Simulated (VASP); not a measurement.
# PrH2Ir (Cmmm) in VASP: notebook, part 2 of 2

VASP 6.6.1.

## 4. Relaxation of cell and atoms, PBE

This run uses another cell than the first one, of 16.87 Å³/atom.

File INCAR:

```
ALGO = Normal ; EDIFF = 1E-7
EDIFFG = -0.04 ; ENCUT = 500
GGA = PE ; GGA_COMPAT = F
IBRION = 2 ; ISIF = 3
ISMEAR = 0 ; LASPH = T
LCHARG = F ; LMAXMIX = 6
LREAL = F ; LWAVE = F
NELM = 200 ; NELMIN = 4
NSW = 90 ; PREC = Accurate
SIGMA = 0.1
```

File KPOINTS:

```
k-points
0
Gamma
  6 6 4
```

File POSCAR:

```
PrH2Ir
1.0
    2.0840004500     -2.2382414200      0.0000000000
    2.0840004500      2.2382414200      0.0000000000
    0.0000000000      0.0000000000      7.2325606100
Pr H Ir
1 2 1
Direct
    0.0000000000      0.0000000000      0.5000000000
    0.7024707500      0.2975292500      0.0000000000
    0.2975292500      0.7024707500      0.0000000000
    0.0000000000      0.0000000000      0.0000000000
```

Launch:

```console
cat potpaw_PBE.64/Pr_3/POTCAR potpaw_PBE.64/H/POTCAR potpaw_PBE.64/Ir/POTCAR > POTCAR
mpirun -np 1 vasp_std > vasp.out
```

Wall time 12 min (1 thread of Intel Xeon Platinum 8259CL at 2.50GHz (Skylake/Cascade Lake), shared host); peak memory 0.23 GiB.

The run converged. Its results:

- Free energy: -18.9582 eV
- Relaxed volume: 14.17 Å³/atom
- Relaxed cell: a = 3.297 Å, b = 3.297 Å, c = 5.785 Å, α = 90.00°, β = 90.00°, γ = 115.70°
- Space group after relaxing (to 0.1 Å): Cmmm (No. 65)
- Energy gained by relaxing: 1166.1 meV/atom
- Ionic steps: 25
- Pressure after relaxing: -0.1 GPa
- Largest force after relaxing: 0.012 eV/Å
- Band gap on the k mesh: zero (bands 11 and 12 overlap by 1.53 eV)

Forces in eV/Å, atoms in the order of the input:
```
Pr   0.000  0.000  0.000
H    0.000  0.012  0.000
H    0.000 -0.012  0.000
Ir   0.000  0.000  0.000
```

Stress tensor (GPa, compression positive):
```
-0.25  0.00  0.00
 0.00 -0.08  0.00
 0.00  0.00  0.13
```

The path:
| step | energy change (eV) | largest force (eV/Å) | pressure (GPa) | volume (Å³) |
| --- | --- | --- | --- | --- |
| 1 | 0.0000 | 11.5082 | 16.27 | 67.47 |
| 2 | -2.8119 | 0.6162 | -12.00 | 81.88 |
| 3 | -2.8343 | 0.4555 | -12.29 | 81.40 |
| 4 | -2.8509 | 0.3713 | -12.50 | 80.98 |
| 5 | -3.3284 | 0.7162 | -12.20 | 74.72 |
| 6 | -3.3774 | 0.7843 | -7.16 | 71.22 |
| 7 | -3.4304 | 0.3823 | -10.67 | 73.16 |
| 8 | -3.4402 | 0.1349 | -9.03 | 72.08 |
| 9 | -3.4455 | 0.0758 | -9.66 | 72.45 |
| 10 | -4.1007 | 0.1010 | -5.97 | 63.50 |
| 11 | -4.4152 | 0.1476 | -0.28 | 56.68 |
| 12 | -4.4369 | 0.1827 | 4.40 | 53.57 |
| 13 | -4.4423 | 0.1688 | 2.51 | 54.67 |
| 14 | -4.5118 | 0.3558 | 2.03 | 55.11 |
| 15 | -4.5254 | 0.4322 | 2.07 | 55.31 |
| 16 | -4.5694 | 0.3581 | -0.61 | 57.09 |
| 17 | -4.5808 | 0.3151 | -2.16 | 58.31 |
| 18 | -4.6192 | 0.1916 | -1.66 | 57.96 |
| 19 | -4.6511 | 0.0300 | -1.03 | 57.48 |
| 20 | -4.6477 | 0.2786 | 0.52 | 56.39 |
| 21 | -4.6598 | 0.1305 | -0.33 | 56.96 |
| 22 | -4.6599 | 0.1163 | -0.40 | 57.01 |
| 23 | -4.6633 | 0.0673 | 0.07 | 56.63 |
| 24 | -4.6637 | 0.0472 | 0.29 | 56.46 |
| 25 | -4.6645 | 0.0120 | -0.07 | 56.67 |

Final structure:
```cif
data_structure
_symmetry_space_group_name_H-M 'P 1'
_symmetry_Int_Tables_number 1
_cell_length_a 3.2972
_cell_length_b 3.2972
_cell_length_c 5.7845
_cell_angle_alpha 90.000
_cell_angle_beta 90.000
_cell_angle_gamma 115.701
_cell_volume 56.67
loop_
_atom_site_label
_atom_site_type_symbol
_atom_site_fract_x
_atom_site_fract_y
_atom_site_fract_z
_atom_site_occupancy
Pr1 Pr 0.00000 0.00000 0.50000 1
H1 H 0.66294 0.33706 0.00000 1
H2 H 0.33706 0.66294 0.00000 1
Ir1 Ir 0.00000 0.00000 0.00000 1
```

Levels at points of the mesh, in eV from the Fermi level:
```csv
k point,band 9,band 10,band 11,band 12,band 13,band 14
"(0.00, 0.00, 0.00)",-2.26,-2.00,-1.92,0.13,0.35,0.87
"(0.50, 0.00, 0.00)",-2.26,-1.74,-1.64,-0.09,1.13,4.55
"(0.50, 0.50, 0.00)",-2.58,-1.97,-1.27,0.22,1.14,3.81
"(0.00, 0.00, 0.50)",-2.25,-1.78,-1.72,-1.00,0.35,0.80
"(0.50, 0.00, 0.50)",-1.91,-1.90,-1.65,-0.09,0.29,0.93
"(0.50, 0.50, 0.50)",-2.16,-1.85,-1.27,0.03,0.74,1.39
```

Caveat: the electronic state changed during the relaxation; the volume moved by over 15 % at a fixed basis, so the end points are rough; spin-orbit coupling is left out, which moves the levels of the heavy elements; the 4f electrons are frozen in the core, so they carry no moment and show no levels. Spin polarisation is off, so any magnetic state and its effect on volume and gap are missing.

## 5. Single point, PBE, collinear spin

File INCAR:

```
SYSTEM = PrH2Ir
PREC = Accurate
ENCUT = 500
EDIFF = 1E-6
ISMEAR = 0
SIGMA = 0.1
LREAL = .False.
LASPH = .True.
NELM = 200
ALGO = Normal
ISIF = 2
LWAVE = .False.
LCHARG = .True.
ISPIN = 2
MAGMOM = 0 0 0 1
LORBIT = 11
LMAXMIX = 6
GGA = PE
LELF = .True.
LVHAR = .True.
NBANDS = 23
GGA_COMPAT = .False.
```

File KPOINTS:

```
regular mesh
0
Gamma
  6 6 4
  0 0 0
```

File POSCAR:

```
PrH2Ir
1.0
    1.7471860168     -2.7967699287      0.0000000000
    1.7471860168      2.7967699287      0.0000000000
    0.0000000000      0.0000000000      5.8004503461
Pr H Ir
1 2 1
Direct
    0.0000000000      0.0000000000      0.5000000000
    0.6632032112      0.3367967888      0.0000000000
    0.3367967888      0.6632032112      0.0000000000
    0.0000000000      0.0000000000      0.0000000000
```

Launch:

```console
cat potpaw_PBE.64/Pr_3/POTCAR potpaw_PBE.64/H/POTCAR potpaw_PBE.64/Ir/POTCAR > POTCAR
mpirun -np 1 vasp_std > vasp.out
```

Wall time 1.7 min (1 thread of Intel Xeon Platinum 8259CL at 2.50GHz (Skylake/Cascade Lake), shared host); peak memory 0.24 GiB.

Results (log left out):

| Item | Value |
| --- | --- |
| Free energy | -18.9655 eV |
| Pressure | -0.1 GPa |
| Largest force | 0.017 eV/Å |
| Net moment | -0.09 μB per cell |
| Site moments | Pr -0.05; H -0.00; Ir +0.00 μB |
| Valence electrons inside the program's atomic spheres | Pr 8.97; H 0.49; Ir 8.27 |

Forces on the atoms (eV/Å):
```
Pr   0.000  0.000  0.000
H    0.000  0.017  0.000
H    0.000 -0.017  0.000
Ir   0.000  0.000  0.000
```

Stress tensor (GPa, compression positive):
```
-0.14  0.00  0.00
 0.00  0.18  0.00
 0.00  0.00 -0.34
```

Levels at points of the mesh, in eV from the Fermi level:
Spin up:
```csv
k point,band 7,band 8,band 9,band 10,band 11,band 12,band 13,band 14,band 15,band 16
"(0.00, 0.00, 0.00)",-3.81,-3.23,-2.19,-1.98,-1.90,0.12,0.35,0.94,2.55,5.20
"(0.50, 0.00, 0.00)",-4.41,-3.61,-2.25,-1.72,-1.62,-0.08,1.13,4.27,4.54,4.74
"(0.50, 0.50, 0.00)",-4.42,-3.48,-2.55,-1.87,-1.28,0.21,1.12,3.84,4.60,5.42
"(0.00, 0.00, 0.50)",-3.23,-3.09,-2.26,-1.77,-1.72,-0.99,0.35,0.88,2.50,4.25
"(0.50, 0.00, 0.50)",-3.62,-2.00,-1.91,-1.88,-1.62,-0.07,0.30,0.94,3.22,4.81
"(0.50, 0.50, 0.50)",-3.64,-2.23,-2.06,-1.86,-1.28,0.02,0.72,1.38,2.22,5.51
```
Spin down:
```
           k point  band 8  band 9  band 10  band 11  band 12  band 13  band 14  band 15
(0.00, 0.00, 0.00)   -3.23   -2.31    -1.98    -1.90     0.10     0.35     0.92     2.42
(0.50, 0.00, 0.00)   -3.61   -2.25    -1.77    -1.63    -0.08     1.08     4.26     4.51
(0.50, 0.50, 0.00)   -3.48   -2.55    -2.05    -1.28     0.21     1.10     3.82     4.55
(0.00, 0.00, 0.50)   -3.18   -2.27    -1.77    -1.71    -1.04     0.35     0.85     2.37
(0.50, 0.00, 0.50)   -1.99   -1.94    -1.91    -1.62    -0.13     0.30     0.93     3.19
(0.50, 0.50, 0.50)   -2.24   -2.23    -1.86    -1.28    -0.01     0.72     1.36     2.20
```

Caveat: the magnetic or orbital state may not be the lowest; spin-orbit coupling is left out, which moves the levels of the heavy elements; the 4f electrons are frozen in the core, so they carry no moment and show no levels.

## 6. Single point, PBE

This run uses another cell than the first one, of 14.14 Å³/atom.

File INCAR:

```
PREC     = Accurate       # precision mode
ENCUT    = 500            # plane-wave cutoff, eV
EDIFF    = 1E-6           # SCF threshold, eV
ISMEAR   = 0              # smearing method
SIGMA    = 0.1            # smearing width, eV
LREAL    = F              # projectors in reciprocal space
LASPH    = T              # aspherical terms in the spheres
NELM     = 200            # most SCF steps
ALGO     = Normal         # electronic algorithm
ISIF     = 2              # what is computed and relaxed
LWAVE    = F              # write WAVECAR
LCHARG   = F              # write CHGCAR
GGA      = PE             # functional
NBANDS   = 19             # bands
GGA_COMPAT= F            
LMAXMIX  = 6              # l up to which the mixer works
```

File KPOINTS:

```
Automatic mesh
0
Gamma
  16 16 8
```

File POSCAR:

```
PrH2Ir
1.0
    1.7819141021     -2.7614216404      0.0000000000
    1.7819141021      2.7614216404      0.0000000000
    0.0000000000      0.0000000000      5.7486851592
Pr H Ir
1 2 1
Direct
    0.0000000000      0.0000000000      0.5000000000
    0.6628990103      0.3371009897      0.0000000000
    0.3371009897      0.6628990103      0.0000000000
    0.0000000000      0.0000000000      0.0000000000
```

Potentials or basis: VASP PAW PBE potentials, release 64 (Pr_3, H, Ir), 4f in core.

Launch:

```console
cat potpaw_PBE.64/Pr_3/POTCAR potpaw_PBE.64/H/POTCAR potpaw_PBE.64/Ir/POTCAR > POTCAR
mpirun -np 1 vasp_std > vasp.out
```

Wall time 3.7 min (1 thread of Intel Xeon Platinum 8259CL at 2.50GHz (Skylake/Cascade Lake), shared host); peak memory 0.5 GiB.

It converged, with:

- Free energy: -19.0426 eV
- Pressure: 0.1 GPa
- Largest force: 0.016 eV/Å
- Band gap on the k mesh: zero (bands 11 and 12 overlap by 1.75 eV)

Forces on the atoms (eV/Å):
```
Pr   0.000  0.000  0.000
H    0.000  0.016  0.000
H    0.000 -0.016  0.000
Ir   0.000  0.000  0.000
```

Stress tensor (GPa, compression positive):
```
 0.22  0.00  0.00
 0.00  0.35  0.00
 0.00  0.00 -0.14
```

Levels at points of the mesh, in eV from the Fermi level:
```csv
k point,band 7,band 8,band 9,band 10,band 11,band 12,band 13,band 14,band 15,band 16
"(0.00, 0.00, 0.00)",-3.81,-3.02,-2.16,-2.00,-1.89,0.26,0.42,0.75,2.91,5.20
"(0.50, 0.00, 0.00)",-4.40,-3.65,-2.20,-1.71,-1.53,-0.03,1.26,4.36,4.66,4.72
"(0.50, 0.50, 0.00)",-4.39,-3.48,-2.63,-1.90,-1.14,0.36,1.29,3.77,4.76,5.24
"(0.00, 0.00, 0.50)",-3.05,-3.01,-2.16,-1.76,-1.69,-0.91,0.42,0.67,2.86,4.15
"(0.50, 0.00, 0.50)",-3.57,-1.93,-1.85,-1.75,-1.66,0.01,0.34,0.95,3.36,4.69
"(0.50, 0.50, 0.50)",-3.58,-2.26,-2.11,-1.78,-1.14,0.18,0.91,1.54,1.96,5.74
```

Caveat: spin-orbit coupling is left out, which moves the levels of the heavy elements; the 4f electrons are frozen in the core, so they carry no moment and show no levels. Spin polarisation is off, so any magnetic state and its effect on volume and gap are missing.

## 7. Overview

```tsv
task	spin	cell	k mesh	gap on the mesh (eV)	pressure (GPa)	largest force (eV/Å)
single point	off	a = 3.298, b = 3.298, c = 5.800 Å, angles 90.0, 90.0, 116.0°, 4 atoms, atomic positions A	6 × 6 × 4	none	-0.1	0.02
single point	off	a = 3.058, b = 3.058, c = 7.233 Å, angles 90.0, 90.0, 94.1°, 4 atoms, atomic positions B	6 × 6 × 4	none	16.3	11.51
relaxation of cell and atoms	off	relaxed from a = 3.058, b = 3.058, c = 7.233 Å, angles 90.0, 90.0, 94.1°, 4 atoms, atomic positions B	6 × 6 × 4	none	-0.1	0.01
single point	collinear	a = 3.298, b = 3.298, c = 5.800 Å, angles 90.0, 90.0, 116.0°, 4 atoms, atomic positions A	6 × 6 × 4	none	-0.1	0.02
single point	off	a = 3.286, b = 3.286, c = 5.749 Å, angles 90.0, 90.0, 114.3°, 4 atoms, atomic positions A	16 × 16 × 8	none	0.1	0.02
```

Alike in all rows: level PBE; potentials or basis VASP PAW PBE potentials, release 64 (Pr_3, H, Ir), 4f in core; cutoff (eV) 500; smearing gaussian 0.1 eV.

Caveats: spin-orbit coupling is left out, which moves the levels of the heavy elements; the 4f electrons are frozen in the core, so they carry no moment and show no levels; the cell stands under pressure (at least some runs); forces of over 1 eV/Å act on the atoms, so gaps and moduli don't describe the material at rest (at least some runs); the electronic state changed during the relaxation (at least some runs); the volume moved by over 15 % at a fixed basis, so the end points are rough (at least some runs); the magnetic or orbital state may not be the lowest (at least some runs).

Absolute energies hang on the potentials; compare differences alone.
